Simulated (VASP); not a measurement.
LiF: relaxation of shape and atoms at fixed volume with PBE

The system is LiF.

```
Li F
1.0
     5.27104    0.00000    0.00000
     0.00000    5.27104    0.00000
     0.00000    0.00000    2.76667
Li F
4 4
Direct
  0.66314 0.33686 0.25000
  0.33686 0.66314 0.75000
  0.16314 0.16314 0.00000
  0.83686 0.83686 0.50000
  0.83093 0.16907 0.75000
  0.16907 0.83093 0.25000
  0.33093 0.33093 0.50000
  0.66907 0.66907 0.00000
```

| Item | Value |
| --- | --- |
| Program | VASP 6.6.1 |
| Task | relaxation of shape and atoms at fixed volume |
| Functional | PBE |
| Potentials or basis | VASP PAW PBE potentials, release 64 (Li_sv, F) |
| Cutoff | 600 eV |
| k mesh | 4 × 4 × 8 |
| Occupations | gaussian, width 0.02 eV |
| Spin | no spin polarisation |
| Dipole correction | no |
| Further INCAR settings | ALGO = Normal; EDIFF = 1e-06; IBRION = 2; EDIFFG = -0.01; NSW = 50; ISIF = 4 |

```yaml
Energy_gained_by_relaxing: 0.0 meV/atom
Ionic_steps: 2
Pressure_after_relaxing: 3.3 GPa
Largest_force_after_relaxing: 0.006 eV/Å
Band_gap_on_the_k_mesh: 7.67 eV (least direct gap 7.70 eV)
```

Forces on the atoms (eV/Å):
```
Li  -0.004  0.004  0.000
Li   0.004 -0.004  0.000
Li  -0.004 -0.004  0.000
Li   0.004  0.004  0.000
F   -0.002  0.002  0.000
F    0.002 -0.002  0.000
F   -0.002 -0.002  0.000
F    0.002  0.002  0.000
```

Stress tensor (GPa, compression positive):
```
3.25 0.00 0.00
0.00 3.25 0.00
0.00 0.00 3.44
```

Final structure:
```
Li F
1.0
     5.26951    0.00000    0.00000
     0.00000    5.26951    0.00000
     0.00000    0.00000    2.76828
Li F
4 4
Direct
  0.66306 0.33694 0.25000
  0.33694 0.66306 0.75000
  0.16306 0.16306 0.00000
  0.83694 0.83694 0.50000
  0.83094 0.16906 0.75000
  0.16906 0.83094 0.25000
  0.33094 0.33094 0.50000
  0.66906 0.66906 0.00000
```

Levels at points of the mesh, in eV from the valence-band top:
```tsv
k point	band 16	band 17	band 18	band 19	band 20	band 21	band 22	band 23	band 24	band 25
(0.00, 0.00, 0.00)	-0.22	-0.10	-0.10	-0.05	-0.03	7.67	10.68	12.45	12.49	12.49
(0.50, 0.00, 0.00)	-0.44	-0.19	-0.19	-0.04	-0.04	8.93	8.93	11.79	11.79	14.53
(0.50, 0.50, 0.00)	-0.62	-0.05	-0.05	-0.04	-0.04	9.12	9.12	11.10	11.10	15.89
(0.00, 0.00, 0.50)	-1.23	-0.50	-0.50	-0.07	-0.07	11.11	11.11	12.47	12.47	14.65
(0.50, 0.00, 0.50)	-0.93	-0.61	-0.61	-0.19	-0.19	11.09	11.09	13.47	13.47	13.73
(0.50, 0.50, 0.50)	-1.15	-0.47	-0.47	-0.47	-0.47	12.07	12.07	12.07	12.07	14.15
```

Wall time 2 min on 1 thread of Intel Xeon 8259CL, on a shared host, peak memory 0.22 GiB.

Caveat: the cutoff is under 1.25 times the usual one of these potentials, so pressure, stress and relaxed cells hold a basis-set (Pulay) error. A k mesh can miss the band edges.
